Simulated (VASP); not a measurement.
# Hf4N (F-43m) in VASP: notebook, part 2 of 2

VASP 6.6.1. The steps go on from the part before.

## (3) Single point, PBE

This run uses another cell than the first one, of 37.87 Å³/atom.

INCAR

```
PREC     = Accurate       # precision mode
ENCUT    = 520            # plane-wave cutoff, eV
EDIFF    = 1E-6           # SCF threshold, eV
ISMEAR   = 0              # smearing method
SIGMA    = 0.1            # smearing width, eV
LREAL    = F              # projectors in reciprocal space
LASPH    = T              # aspherical terms in the spheres
NELM     = 100            # most SCF steps
ALGO     = Normal         # electronic algorithm
ISIF     = 2              # what is computed and relaxed
LWAVE    = F              # write WAVECAR
LCHARG   = T              # write CHGCAR
GGA      = PE             # functional
LELF     = T              # ELF
LVHAR    = T            
NBANDS   = 30             # bands
```

KPOINTS

```
regular mesh
0
Gamma
  8 8 8
```

POSCAR

```
Hf4N
1.0
    0.0000000000      4.5576929698      4.5576929698
    4.5576929698      0.0000000000      4.5576929698
    4.5576929698      4.5576929698      0.0000000000
Hf N
4 1
Direct
    0.8824831539      0.3525505383      0.8824831539
    0.8824831539      0.8824831539      0.8824831539
    0.3525505383      0.8824831539      0.8824831539
    0.8824831539      0.8824831539      0.3525505383
    0.7500000000      0.7500000000      0.7500000000
```

Potentials or basis: VASP PAW PBE potentials, release 64 (Hf_pv, N).

Launch:

```bash
$ cat potpaw_PBE.64/Hf_pv/POTCAR potpaw_PBE.64/N/POTCAR > POTCAR
$ mpirun -np 1 vasp_std > vasp.out
```

OUTCAR:

```text
PREC = Accurate
   ENCUT = 520
   EDIFF = 1E-6
   ISMEAR = 0
   LREAL = F
   LASPH = T
   NELM = 100
   ISIF = 2
   GGA = PE

 ion  position               nearest neighbor table
   1  0.882  0.353  0.882-   5 2.09   3 3.03   4 3.03   2 3.03   2 3.42   4 3.42   3 3.42
   2  0.882  0.882  0.882-   5 2.09   3 3.03   4 3.03   1 3.03   4 3.42   1 3.42   3 3.42
   3  0.353  0.882  0.882-   5 2.09   2 3.03   4 3.03   1 3.03   4 3.42   1 3.42   2 3.42
   4  0.882  0.882  0.353-   5 2.09   2 3.03   3 3.03   1 3.03   2 3.42   1 3.42   3 3.42
   5  0.750  0.750  0.750-   2 2.09   1 2.09   3 2.09   4 2.09

  LATTYP: Found a face centered cubic cell.
 ALAT       =     9.1153859396

  Lattice vectors:

 A1 = (   0.0000000000,   4.5576929698,   4.5576929698)
 A2 = (   4.5576929698,   0.0000000000,   4.5576929698)
 A3 = (   4.5576929698,   4.5576929698,   0.0000000000)

Analysis of symmetry for initial positions (statically):
=====================================================================
 Subroutine PRICEL returns:
 Original cell was already a primitive cell.

 Routine SETGRP: Setting up the symmetry group for a
 face centered cubic supercell.

 Subroutine GETGRP returns: Found 24 space group operations
 (whereof 24 operations were pure point group operations)
 out of a pool of 48 trial point group operations.

The static configuration has the point symmetry T_d .

Analysis of symmetry for dynamics (positions and initial velocities):
=====================================================================
 Subroutine PRICEL returns:
 Original cell was already a primitive cell.

 Routine SETGRP: Setting up the symmetry group for a
 face centered cubic supercell.

[... 124 lines left out ...]
   EFERMI =   0.00;   METHOD = LEGACY
   ISMEAR =     0;   SIGMA  =   0.10  broadening in eV -4-tet -1-fermi 0-gaus
   EFERMI_NEDOS =   21; number of points for ismear=-14 and -15
   IALGO  =     38    algorithm
   IMIX   =      4    mixing-type and parameters
     AMIX     =   0.40;   BMIX     =  1.00
     AMIX_MAG =   1.60;   BMIX_MAG =  1.00
  volume/ion in A,a.u.               =      37.87       255.56
  Fermi-wavevector in a.u.,A,eV,Ry     =   1.014045  1.916267 13.990700  1.028287
  Thomas-Fermi vector in A             =   2.147250
   LORBIT       =      0    0 simple, 1 ext, 2 COOP (PROOUT), +10 PAW based schemes
   GGA     = PE    functional components
   LHFCALC =     F    Hartree Fock is set to
   AEXX    =    0.0000 exact exchange contribution
   IVDW    =     0    specifies the selected vdW correction
   LEPSILON=     F    determine dielectric tensor
   LRPA    =     F    only Hartree local field effects (RPA)
 non-spin polarized calculation
 Gauss-broadening in eV      SIGMA  =   0.10
  energy-cutoff  :      520.00
  volume of cell :      189.35
 maximum number of plane-waves:      5124
   NGX = 23   NGY = 23   NGZ = 23

 number of electron      45.0000001 magnetization

 Free energy of the ion-electron system (eV)
  ---------------------------------------------------
  ext. energy  EPLUGINS =         0.00000000
  ---------------------------------------------------
  free energy    TOTEN  =       -41.57179368 eV

  energy without entropy =      -41.52067104  energy(sigma->0) =      -41.54623236

 E-fermi :   0.7138     XC(G=0):  -7.9587

 val. band max:        0.7104966454   @ k =   0.3750   0.2500   0.0000
 cond. band min:       0.7199208698   @ k =   0.5000   0.2500   0.0000
 fundamental gap:      0.0094242244
 Fermi energy:         0.7138443174

 k-point     1 :       0.0000    0.0000    0.0000
  band No.  band energies     occupation
      1     -30.7947      2.00000
      2     -30.6745      2.00000
      3     -30.6745      2.00000
      4     -30.6745      2.00000
      5     -30.6352      2.00000
      6     -30.6352      2.00000
[... 781 lines left out ...]
     29       2.1147      0.00000
     30       2.6036      0.00000

 [... further k-points ...]

------------------------ aborting loop because EDIFF is reached ----------------------------------------

  FORCE on cell =-STRESS in cart. coord.  units (eV):
  Direction    XX          YY          ZZ          XY          YZ          ZX
  --------------------------------------------------------------------------------------
  -------------------------------------------------------------------------------------
  Total       -0.3487356     -0.3487356     -0.3487356      0.0000000      0.0000000      0.0000000
  in kB       -2.9508129     -2.9508129     -2.9508129      0.0000000      0.0000000      0.0000000
  external PRESSURE =      -2.9508129 kB  Pullay stress =       0.0000000 kB

 VOLUME and BASIS-vectors are now :
 -----------------------------------------------------------------------------
  energy-cutoff  :      520.00
  volume of cell :      189.35
      direct lattice vectors                 reciprocal lattice vectors
     0.000000000  4.557692970  4.557692970    -0.109704625  0.109704625  0.109704625
     4.557692970  0.000000000  4.557692970     0.109704625 -0.109704625  0.109704625
     4.557692970  4.557692970  0.000000000     0.109704625  0.109704625 -0.109704625

 POSITION                                       TOTAL-FORCE (eV/Angst)
 -----------------------------------------------------------------------------------
      5.62890      8.04417      5.62890         0.022424     -0.022424      0.022424
      8.04417      8.04417      8.04417        -0.022424     -0.022424     -0.022424
      8.04417      5.62890      5.62890        -0.022424      0.022424      0.022424
      5.62890      5.62890      8.04417         0.022424      0.022424     -0.022424
      6.83654      6.83654      6.83654         0.000000     -0.000000     -0.000000
 -----------------------------------------------------------------------------------
    total drift:                               -0.000000     -0.000000     -0.000000

  FREE ENERGIE OF THE ION-ELECTRON SYSTEM (eV)
  ---------------------------------------------------
  free  energy   TOTEN  =       -41.5717936813 eV

  energy  without entropy=      -41.5206710406  energy(sigma->0) =      -41.54623236
```

OSZICAR:

```text
N       E                     dE             d eps       ncg     rms          rms(c)
DAV:   1     0.187313774710E+03    0.18731E+03   -0.23698E+04  2116   0.129E+03
DAV:   2    -0.300529424962E+02   -0.21737E+03   -0.20997E+03  2176   0.303E+02
DAV:   3    -0.482333384121E+02   -0.18180E+02   -0.17198E+02  2258   0.569E+01
DAV:   4    -0.490333722588E+02   -0.80003E+00   -0.77854E+00  2290   0.117E+01
DAV:   5    -0.490573425187E+02   -0.23970E-01   -0.23907E-01  2332   0.186E+00    0.843E+01
DAV:   6    -0.420213044445E+02    0.70360E+01   -0.38481E+01  2312   0.224E+01    0.536E+01
DAV:   7    -0.416338218302E+02    0.38748E+00   -0.52442E+00  2034   0.113E+01    0.185E+01
DAV:   8    -0.415869972632E+02    0.46825E-01   -0.55272E-01  2288   0.358E+00    0.338E+00
DAV:   9    -0.415747360505E+02    0.12261E-01   -0.16485E-01  2164   0.164E+00    0.256E+00
DAV:  10    -0.416070290787E+02   -0.32293E-01   -0.32582E-01  2504   0.211E+00    0.388E+00
DAV:  11    -0.415707099974E+02    0.36319E-01   -0.20567E-01  2504   0.153E+00    0.608E-01
DAV:  12    -0.415717740283E+02   -0.10640E-02   -0.10402E-02  2070   0.405E-01    0.135E-01
DAV:  13    -0.415719505915E+02   -0.17656E-03   -0.17538E-03  2582   0.135E-01    0.236E-01
DAV:  14    -0.415718014659E+02    0.14913E-03   -0.46476E-04  2524   0.770E-02    0.164E-01
DAV:  15    -0.415717934224E+02    0.80435E-05   -0.19859E-04  2312   0.478E-02    0.147E-02
DAV:  16    -0.415717936813E+02   -0.25888E-06   -0.78955E-06  1898   0.129E-02
   1 F= -.41571794E+02 E0= -.41546232E+02  d E =-.511226E-01
```

stdout:

```text
POSCAR found type information on POSCAR HfN
 POSCAR found :  2 types and       5 ions
 scaLAPACK will be used
 LDA part: xc-table for (Slater+PW92), standard interpolation
 POSCAR, INCAR and KPOINTS ok, starting setup
 FFT: planning ... GRIDC
 FFT: planning ... GRID_SOFT
 FFT: planning ... GRID
 WAVECAR not read
 entering main loop
```

It took 1.7 min on 1 thread of Intel Xeon 6975P-C (Granite Rapids), shared host; peak memory 0.39 GiB.

Results:

```yaml
Free_energy: -41.5718 eV
Pressure: -0.3 GPa
Largest_force: 0.039 eV/Å
Band_gap_on_the_k_mesh: zero (an odd number of electrons rules out a gap without spin polarisation)
```

Forces on the atoms (eV/Å):
```
Hf   0.022 -0.022  0.022
Hf  -0.022 -0.022 -0.022
Hf  -0.022  0.022  0.022
Hf   0.022  0.022 -0.022
N    0.000  0.000  0.000
```

Caveat: spin-orbit coupling is left out, which moves the levels of the heavy elements.

## (4) Relaxation of cell and atoms, PBE

This run uses another cell than the first one, of 37.85 Å³/atom.

INCAR

```
PREC = Accurate
ENCUT = 600
EDIFF = 1E-6
ISMEAR = 0
SIGMA = 0.1
LREAL = False
LASPH = True
NELM = 100
ALGO = Normal
ISIF = 3
LWAVE = False
LCHARG = False
GGA = PE
IBRION = 2
NSW = 100
EDIFFG = -0.01
```

KPOINTS

```
Automatic mesh
0
Gamma
  8 8 8
```

POSCAR

```
Hf4N
1.0
    0.0000000000      4.5570570206      4.5570570206
    4.5570570206      0.0000000000      4.5570570206
    4.5570570206      4.5570570206      0.0000000000
Hf N
4 1
Direct
    0.8825456047      0.3523631860      0.8825456047
    0.8825456047      0.8825456047      0.8825456047
    0.3523631860      0.8825456047      0.8825456047
    0.8825456047      0.8825456047      0.3523631860
    0.7500000000      0.7500000000      0.7500000000
```

Launch:

```bash
$ cat potpaw_PBE.64/Hf_pv/POTCAR potpaw_PBE.64/N/POTCAR > POTCAR
$ mpirun -np 1 vasp_std > vasp.out
```

Run time: 6.5 min. Hardware: 1 thread of Intel Xeon 6975P-C (Granite Rapids), shared host; peak memory 0.52 GiB.

The run converged. Its results:

```yaml
Free_energy: -41.5746 eV
Relaxed_volume: 37.66 Å³/atom
Relaxed_cell: a = 6.433 Å, b = 6.433 Å, c = 6.433 Å, α = 60.00°, β = 60.00°, γ = 60.00°
Space_group_after_relaxing_to_0.1_Å: F-43m (No. 216)
Energy_gained_by_relaxing: 0.2 meV/atom
Ionic_steps: 5
Pressure_after_relaxing: 0.0 GPa
Band_gap_on_the_k_mesh: zero (an odd number of electrons rules out a gap without spin polarisation)
```

Step by step:
| step | energy change (eV) | largest force (eV/Å) | pressure (GPa) | volume (Å³) |
| --- | --- | --- | --- | --- |
| 1 | 0.0000 | 0.0641 | -0.28 | 189.27 |
| 2 | -0.0006 | 0.0255 | 0.23 | 187.43 |
| 3 | -0.0012 | 0.0121 | 0.02 | 188.20 |
| 4 | -0.0012 | 0.0134 | 0.01 | 188.22 |
| 5 | -0.0012 | 0.0016 | 0.00 | 188.28 |

Final structure:
```
Hf N
1.0
     0.00000    4.54913    4.54913
     4.54913    0.00000    4.54913
     4.54913    4.54913    0.00000
Hf N
4 1
Cartesian
  5.6191 8.0283 5.6191
  8.0283 8.0283 8.0283
  8.0283 5.6191 5.6191
  5.6191 5.6191 8.0283
  6.8237 6.8237 6.8237
```

Levels at points of the mesh, in eV from the Fermi level:
| k point | band 19 | band 20 | band 21 | band 22 | band 23 | band 24 | band 25 | band 26 | band 27 |
| --- | --- | --- | --- | --- | --- | --- | --- | --- | --- |
| (0.00, 0.00, 0.00) | -0.50 | -0.50 | -0.50 | -0.28 | -0.28 | 0.14 | 0.14 | 0.14 | 2.62 |
| (0.50, 0.00, 0.00) | -0.66 | -0.52 | -0.52 | -0.10 | 0.16 | 0.16 | 0.65 | 0.65 | 1.08 |
| (0.50, 0.50, 0.00) | -0.68 | -0.68 | -0.63 | -0.25 | -0.08 | 0.34 | 0.43 | 0.43 | 0.90 |

Caveat: spin-orbit coupling is left out, which moves the levels of the heavy elements.

## (5) Summary

| task | cell | k mesh | cutoff (eV) | gap on the mesh (eV) | pressure (GPa) | largest force (eV/Å) |
| --- | --- | --- | --- | --- | --- | --- |
| single point | a = 5.035 Å, angles 60.0°, 5 atoms, atomic positions A | 4 × 4 × 4 | 520 | none | 108.2 | 2.34 |
| single point | a = 6.446 Å, angles 60.0°, 5 atoms, atomic positions B | 8 × 8 × 8 | 520 | none | -0.3 | 0.04 |
| relaxation of cell and atoms | relaxed from a = 6.445 Å, angles 60.0°, 5 atoms, atomic positions B | 8 × 8 × 8 | 600 | none | 0.0 | - |

Alike in all rows: level PBE; potentials or basis VASP PAW PBE potentials, release 64 (Hf_pv, N); no spin polarisation; smearing gaussian 0.1 eV.

Caveats: some runs use coarse meshes; spin-orbit coupling is left out, which moves the levels of the heavy elements; forces of over 1 eV/Å act on the atoms, so gaps and moduli don't describe the material at rest (at least some runs).

Absolute energies hang on the potentials; compare differences alone.
